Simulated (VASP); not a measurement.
# Ca3Sn3N2 (P6/mmm) in VASP: relaxation of cell and atoms with PBE

Aim: the relaxation of cell and atoms of Ca3Sn3N2 with PBE.

Program: VASP 6.6.1. These are calculated values, not measurements. Logs are shortened: lines on timing, memory, paths and dates and some standing lists are left out, and cuts for length are marked.

## Step 1: The cell of the first run

Symmetry: P6/mmm, No. 191, hexagonal system. Conventional cell: a = 6.829 Å, b = 6.829 Å, c = 4.540 Å, α = 90.00°, β = 90.00°, γ = 120.00°. Within 2.6 Å of Ca (site symmetry -6m2) lie 3 Sn at 1.97 Å and 2 N at 2.27 Å. Within 5.2 Å of Ca (site symmetry 6/mmm) lie 6 N at 3.94 Å and 12 Sn at 4.10 Å and 14 Ca at 4.54 to 4.55 Å. Within 2.6 Å of Sn (site symmetry mmm) lie 2 Ca at 1.97 Å. N (site symmetry -6m2) has 2 Ca at 2.27 Å and 6 Sn at 3.01 Å within 3.1 Å.

The cell was generated, and may not be a known phase.

## Step 2: Relaxation of cell and atoms, PBE

The input, INCAR:

```
SYSTEM = Ca3Sn3N2
PREC = Accurate
ENCUT = 1330
EDIFF = 1E-7
ISMEAR = 0
SIGMA = 0.2
LREAL = .False.
LASPH = .True.
NELM = 120
ALGO = Normal
ISIF = 3
LWAVE = .False.
LCHARG = .False.
GGA = PE
IBRION = 2
NSW = 36
EDIFFG = -0.08
GGA_COMPAT = .False.
NELMIN = 4
```

The input, KPOINTS:

```
regular mesh
0
Gamma
  3 3 4
  0 0 0
```

The input, POSCAR:

```
Ca3Sn3N2
1.0
    6.8288418500      0.0000000000      0.0000000000
   -3.4144209300      5.9139505200      0.0000000000
    0.0000000000      0.0000000000      4.5403261100
Ca Sn N
3 3 2
Direct
    0.3333333300      0.6666666700      0.5000000000
    0.6666666700      0.3333333300      0.5000000000
    0.0000000000      0.0000000000      0.0000000000
    0.5000000000      0.0000000000      0.5000000000
    0.0000000000      0.5000000000      0.5000000000
    0.5000000000      0.5000000000      0.5000000000
    0.3333333300      0.6666666700      0.0000000000
    0.6666666700      0.3333333300      0.0000000000
```

Potentials or basis: VASP PAW PBE potentials, release 64 (Ca_sv, Sn_d, N_h).

The run is started by

```sh
$ cat potpaw_PBE.64/Ca_sv/POTCAR potpaw_PBE.64/Sn_d/POTCAR potpaw_PBE.64/N_h/POTCAR > POTCAR
$ mpirun -np 1 vasp_std > vasp.out
```

OUTCAR:

```text
SYSTEM = Ca3Sn3N2
   PREC = Accurate
   ENCUT = 1330
   EDIFF = 1E-7
   ISMEAR = 0
   LREAL = .False.
   LASPH = .True.
   NELM = 120
   ISIF = 3
   GGA = PE
   IBRION = 2
   NSW = 36
   EDIFFG = -0.08
   NELMIN = 4

 ion  position               nearest neighbor table
   1  0.333  0.667  0.500-   5 1.97   4 1.97   6 1.97   7 2.27   7 2.27
   2  0.667  0.333  0.500-   5 1.97   4 1.97   6 1.97   8 2.27   8 2.27
   3  0.000  0.000  0.000-
   4  0.500  0.000  0.500-   1 1.97   2 1.97   5 3.41   5 3.41   6 3.41   6 3.41
   5  0.000  0.500  0.500-   1 1.97   2 1.97   4 3.41   4 3.41   6 3.41   6 3.41
   6  0.500  0.500  0.500-   1 1.97   2 1.97   5 3.41   5 3.41   4 3.41   4 3.41
   7  0.333  0.667  0.000-   1 2.27   1 2.27
   8  0.667  0.333  0.000-   2 2.27   2 2.27

  LATTYP: Found a hexagonal cell.
 ALAT       =     6.8288418500
 C/A-ratio  =     0.6648749832

  Lattice vectors:

 A1 = (   6.8288418500,   0.0000000000,   0.0000000000)
 A2 = (  -3.4144209300,   5.9139505200,   0.0000000000)
 A3 = (   0.0000000000,   0.0000000000,   4.5403261100)

Analysis of symmetry for initial positions (statically):
=====================================================================
 Subroutine PRICEL returns:
 Original cell was already a primitive cell.

 Routine SETGRP: Setting up the symmetry group for a
 hexagonal supercell.

 Subroutine GETGRP returns: Found 24 space group operations
 (whereof 24 operations were pure point group operations)
 out of a pool of 24 trial point group operations.

The static configuration has the point symmetry D_6h.

Analysis of symmetry for dynamics (positions and initial velocities):
=====================================================================
 Subroutine PRICEL returns:
 Original cell was already a primitive cell.

 Routine SETGRP: Setting up the symmetry group for a
 hexagonal supercell.

 Subroutine GETGRP returns: Found 24 space group operations
 (whereof 24 operations were pure point group operations)
 out of a pool of 24 trial point group operations.

The dynamic configuration has the point symmetry D_6h.

 Subroutine INISYM returns: Found 24 space group operations
 (whereof 24 operations are pure point group operations),
 and found     1 'primitive' translations

----------------------------------------------------------------------------------------

                                     Primitive cell

  volume of cell :     183.3630

  direct lattice vectors                    reciprocal lattice vectors
     6.828841850  0.000000000  0.000000000     0.146437715  0.084545855  0.000000000
    -3.414420930  5.913950520  0.000000000     0.000000000  0.169091709  0.000000000
     0.000000000  0.000000000  4.540326110     0.000000000  0.000000000  0.220248497

  length of vectors
     6.828841850  6.828841852  4.540326110     0.169091709  0.169091709  0.220248497

  position of ions in fractional coordinates (direct lattice)
     0.333333330  0.666666670  0.500000000
     0.666666670  0.333333330  0.500000000
     0.000000000  0.000000000  0.000000000
     0.500000000  0.000000000  0.500000000
     0.000000000  0.500000000  0.500000000
     0.500000000  0.500000000  0.500000000
     0.333333330  0.666666670  0.000000000
     0.666666670  0.333333330  0.000000000

  ion indices of the primitive-cell ions
   primitive index   ion index
                 1           1
                 2           2
                 3           3
                 4           4
                 5           5
                 6           6
                 7           7
                 8           8

----------------------------------------------------------------------------------------

 KPOINTS: regular mesh

Automatic generation of k-mesh.
 Grid dimensions read from file:
 generate k-points for:    3    3    4

 Generating k-lattice:

  Cartesian coordinates                     Fractional coordinates (reciprocal lattice)
     0.048812572  0.028181952  0.000000000     0.333333333  0.000000000  0.000000000
     0.000000000  0.056363903  0.000000000     0.000000000  0.333333333  0.000000000
     0.000000000  0.000000000  0.055062124     0.000000000  0.000000000  0.250000000

  Length of vectors
     0.056363903  0.056363903  0.055062124

  Shift w.r.t. Gamma in fractional coordinates (k-lattice)
     0.000000000  0.000000000  0.000000000

 Subroutine IBZKPT returns following result:
 ===========================================

 Found      9 irreducible k-points:

 Following reciprocal coordinates:
            Coordinates               Weight
  0.000000  0.000000  0.000000      1.000000
  0.333333  0.000000  0.000000      6.000000
  0.333333  0.333333  0.000000      2.000000
  0.000000  0.000000  0.250000      2.000000
  0.333333  0.000000  0.250000     12.000000
  0.333333  0.333333  0.250000      4.000000
  0.000000  0.000000  0.500000      1.000000
  0.333333  0.000000  0.500000      6.000000
  0.333333  0.333333  0.500000      2.000000
   k-points           NKPTS =      9   k-points in BZ     NKDIM =      9   number of bands    NBANDS=     49
   number of dos      NEDOS =    301   number of ions     NIONS =      8
   total plane-waves  NPLWV = 381024
   dimension x,y,z NGX =    84 NGY =   84 NGZ =   54
   dimension x,y,z NGXF=   168 NGYF=  168 NGZF=  108
   ions per type =               3   3   2
   NGX,Y,Z   is equivalent  to a cutoff of  20.45, 20.45, 19.77 a.u.
   NGXF,Y,Z  is equivalent  to a cutoff of  40.90, 40.90, 39.54 a.u.
 SYSTEM =  Ca3Sn3N2
   PREC   = accura    normal or accurate (medium, high low for compatibility)
   ISTART =      0    job   : 0-new  1-cont  2-samecut
   ICHARG =      2    charge: 1-file 2-atom 10-const
   ISPIN  =      1    spin polarized calculation?
   LNONCOLLINEAR =      F non collinear calculations
   LSORBIT =      F    spin-orbit coupling
   LASPH  =      T    aspherical Exc in radial PAW
   ENCUT  = 1330.0 eV  97.75 Ry    9.89 a.u.  20.31 20.31 13.50*2*pi/ulx,y,z
   NELM   =    120;   NELMIN=  4; NELMDL= -5     # of ELM steps
   EDIFF  = 0.1E-06   stopping-criterion for ELM
   LREAL  =      F    real-space projection
   EDIFFG = -.8E-01   stopping-criterion for IOM
   NSW    =     36    number of steps for IOM
   IBRION =      2    ionic relax: 0-MD 1-quasi-New 2-CG
   NFREE  =      1    steps in history (QN), initial steepest desc. (CG)
   ISIF   =      3    stress and relaxation
   ISYM   =      2    0-nonsym 1-usesym 2-fastsym
   POTIM  = 0.5000    time-step for ionic-motion
   TEBEG  =    0.0;   TEEND  =   0.0 temperature during run
   PSTRESS=    0.0 pullay stress
   NELECT =      82.0000    total number of electrons
   NUPDOWN=      -1.0000    fix difference up-down
   EMIN   =  10.00;   EMAX   =-10.00  energy-range for DOS
   EFERMI =   0.00;   METHOD = LEGACY
   ISMEAR =     0;   SIGMA  =   0.20  broadening in eV -4-tet -1-fermi 0-gaus
   EFERMI_NEDOS =   21; number of points for ismear=-14 and -15
   IALGO  =     38    algorithm
   IMIX   =      4    mixing-type and parameters
     AMIX     =   0.40;   BMIX     =  1.00
     AMIX_MAG =   1.60;   BMIX_MAG =  1.00
  volume/ion in A,a.u.               =      22.92       154.67
  Fermi-wavevector in a.u.,A,eV,Ry     =   1.251917  2.365780 21.324357  1.567296
  Thomas-Fermi vector in A             =   2.385842
   LORBIT       =      0    0 simple, 1 ext, 2 COOP (PROOUT), +10 PAW based schemes
   GGA     = PE    functional components
   LHFCALC =     F    Hartree Fock is set to
   AEXX    =    0.0000 exact exchange contribution
   IVDW    =     0    specifies the selected vdW correction
   LEPSILON=     F    determine dielectric tensor
   LRPA    =     F    only Hartree local field effects (RPA)
 conjugate gradient relaxation of ions
 non-spin polarized calculation
 Gauss-broadening in eV      SIGMA  =   0.20
  energy-cutoff  :     1330.00
  volume of cell :      183.36
 maximum number of plane-waves:     20301
 NGX is ok and might be reduce to    84
   NGX = 41   NGY = 41   NGZ = 27

--------------------------------------- Ionic step        1  -------------------------------------------

 number of electron      82.0000001 magnetization

 Free energy of the ion-electron system (eV)
  ---------------------------------------------------
  ext. energy  EPLUGINS =         0.00000000
  ---------------------------------------------------
  free energy    TOTEN  =         3.36951574 eV

  energy without entropy =        3.45297740  energy(sigma->0) =        3.41124657

 E-fermi :   5.2625     XC(G=0):  -9.3714

 val. band max:        5.2517212652   @ k =   0.3333   0.0000   0.0000
 cond. band min:       5.3021290760   @ k =   0.3333   0.0000   0.5000
 fundamental gap:      0.0504078108
 Fermi energy:         5.2624794449

 k-point     1 :       0.0000    0.0000    0.0000
  band No.  band energies     occupation
      1     -38.3536      2.00000
      2     -36.1871      2.00000
      3     -35.8150      2.00000
      4     -21.6748      2.00000
      5     -21.6748      2.00000
      6     -19.3033      2.00000
[... 41 lines left out ...]
     48       7.0232      0.00000
     49       7.0240      0.00000
[... 595 lines left out ...]
 VOLUME and BASIS-vectors are now :
 -----------------------------------------------------------------------------
  energy-cutoff  :     1330.00
  volume of cell :      371.37
      direct lattice vectors                 reciprocal lattice vectors
    10.153641678 -0.000000003  0.000000000     0.098486832  0.056861399  0.000000000
    -5.076820849  8.793311634 -0.000000000     0.000000000  0.113722798  0.000000000
     0.000000000 -0.000000000  4.159437308     0.000000000  0.000000000  0.240417135

 POSITION                                       TOTAL-FORCE (eV/Angst)
 -----------------------------------------------------------------------------------
     -0.00000      5.86221      2.07972         0.000000      0.000000     -0.000000
      5.07682      2.93110      2.07972        -0.000000      0.000000      0.000000
     -0.00000      0.00000     -0.00000         0.000000      0.000000      0.000000
      5.07682     -0.00000      2.07972         0.000000      0.000000      0.000000
     -2.53841      4.39666      2.07972         0.000000      0.000000      0.000000
      2.53841      4.39666      2.07972         0.000000      0.000000      0.000000
     -0.00000      5.86221     -0.00000         0.000000     -0.000000      0.000000
      5.07682      2.93110     -0.00000        -0.000000      0.000000      0.000000
 -----------------------------------------------------------------------------------
    total drift:                                0.000000     -0.000000     -0.000000

  FREE ENERGIE OF THE ION-ELECTRON SYSTEM (eV)
  ---------------------------------------------------
  free  energy   TOTEN  =       -23.0413786521 eV

  energy  without entropy=      -22.8522984795  energy(sigma->0) =      -22.94683857

--------------------------------------- Ionic step        6  -------------------------------------------

 number of electron      81.9999991 magnetization

 Free energy of the ion-electron system (eV)
  ---------------------------------------------------
  ext. energy  EPLUGINS =         0.00000000
  ---------------------------------------------------
  free energy    TOTEN  =       -23.04559518 eV

  energy without entropy =      -22.85155194  energy(sigma->0) =      -22.94857356

 E-fermi :   0.7075     XC(G=0):  -6.7301

 val. band max:        0.6380185135   @ k =   0.3333   0.3333   0.5000
 cond. band min:       0.7255489175   @ k =   0.3333   0.0000   0.0000
 fundamental gap:      0.0875304040
 Fermi energy:         0.7074792147

 k-point     1 :       0.0000    0.0000    0.0000
  band No.  band energies     occupation
      1     -43.1638      2.00000
      2     -38.1945      2.00000
      3     -38.1939      2.00000
      4     -24.1318      2.00000
      5     -24.1318      2.00000
      6     -23.9971      2.00000
[... 41 lines left out ...]
     48       1.9531      0.00000
     49       2.5445      0.00000
[... 419 lines left out ...]
  FORCE on cell =-STRESS in cart. coord.  units (eV):
  Direction    XX          YY          ZZ          XY          YZ          ZX
  --------------------------------------------------------------------------------------
  -------------------------------------------------------------------------------------
  Total        0.0653080      0.0653080     -0.1849190     -0.0000000      0.0000000      0.0000000
  in kB        0.2792091      0.2792091     -0.7905778     -0.0000000      0.0000000      0.0000000
  external PRESSURE =      -0.0773865 kB  Pullay stress =       0.0000000 kB

 VOLUME and BASIS-vectors are now :
 -----------------------------------------------------------------------------
  energy-cutoff  :     1330.00
  volume of cell :      374.76
      direct lattice vectors                 reciprocal lattice vectors
    10.160925387 -0.000000003  0.000000000     0.098416233  0.056820639  0.000000000
    -5.080462703  8.799619511 -0.000000000     0.000000000  0.113641277  0.000000000
    -0.000000000 -0.000000000  4.191316142     0.000000000  0.000000000  0.238588540

 POSITION                                       TOTAL-FORCE (eV/Angst)
 -----------------------------------------------------------------------------------
     -0.00000      5.86641      2.09566         0.000000     -0.000000      0.000000
      5.08046      2.93321      2.09566        -0.000000      0.000000     -0.000000
      0.00000      0.00000      0.00000         0.000000     -0.000000      0.000000
      5.08046     -0.00000      2.09566         0.000000     -0.000000      0.000000
     -2.54023      4.39981      2.09566         0.000000     -0.000000      0.000000
      2.54023      4.39981      2.09566         0.000000     -0.000000      0.000000
     -0.00000      5.86641     -0.00000         0.000000     -0.000000      0.000000
      5.08046      2.93321     -0.00000        -0.000000      0.000000     -0.000000
 -----------------------------------------------------------------------------------
    total drift:                                0.000000     -0.000000     -0.000000

  FREE ENERGIE OF THE ION-ELECTRON SYSTEM (eV)
  ---------------------------------------------------
  free  energy   TOTEN  =       -23.0455951752 eV

  energy  without entropy=      -22.8515519440  energy(sigma->0) =      -22.94857356

 reached required accuracy - stopping structural energy minimisation
```

It took 43 min on 1 thread of Intel Xeon Platinum 8488C (Sapphire Rapids), shared host; peak memory 1 GiB.

Results:

```yaml
Free_energy: -23.0456 eV
Relaxed_volume: 46.84 Å³/atom
Relaxed_cell: a = 10.161 Å, b = 10.161 Å, c = 4.191 Å, α = 90.00°, β = 90.00°, γ = 120.00°
Space_group_after_relaxing_to_0.1_Å: P6/mmm (No. 191)
Energy_gained_by_relaxing: 3301.9 meV/atom
Ionic_steps: 6
Pressure_after_relaxing: 0.0 GPa
Band_gap_on_the_k_mesh: zero (bands 41 and 42 overlap by 0.67 eV)
```

Step by step:
```tsv
step	energy change (eV)	largest force (eV/Å)	pressure (GPa)	volume (Å³)
1	0.0000	0.0000	47.22	183.36
2	-26.3228	0.0000	-0.24	392.18
3	-25.9414	0.0000	2.04	329.71
4	-26.4067	0.0000	0.12	375.65
5	-26.4109	0.0000	0.23	371.37
6	-26.4151	0.0000	-0.01	374.76
```

Final structure:
```
CELL_PARAMETERS angstrom
10.16093 0.00000 0.00000
-5.08046 8.79962 0.00000
0.00000 0.00000 4.19132
ATOMIC_POSITIONS crystal
Ca 0.33333 0.66667 0.50000
Ca 0.66667 0.33333 0.50000
Ca 0.00000 0.00000 0.00000
Sn 0.50000 0.00000 0.50000
Sn 0.00000 0.50000 0.50000
Sn 0.50000 0.50000 0.50000
N 0.33333 0.66667 0.00000
N 0.66667 0.33333 0.00000
```

Caveat: the volume moved by over 15 % at a fixed basis, so the end points are rough; spin-orbit coupling is left out, which moves the levels of the heavy elements.

The gap in the log of VASP goes by the Fermi energy; the results here count the filled bands.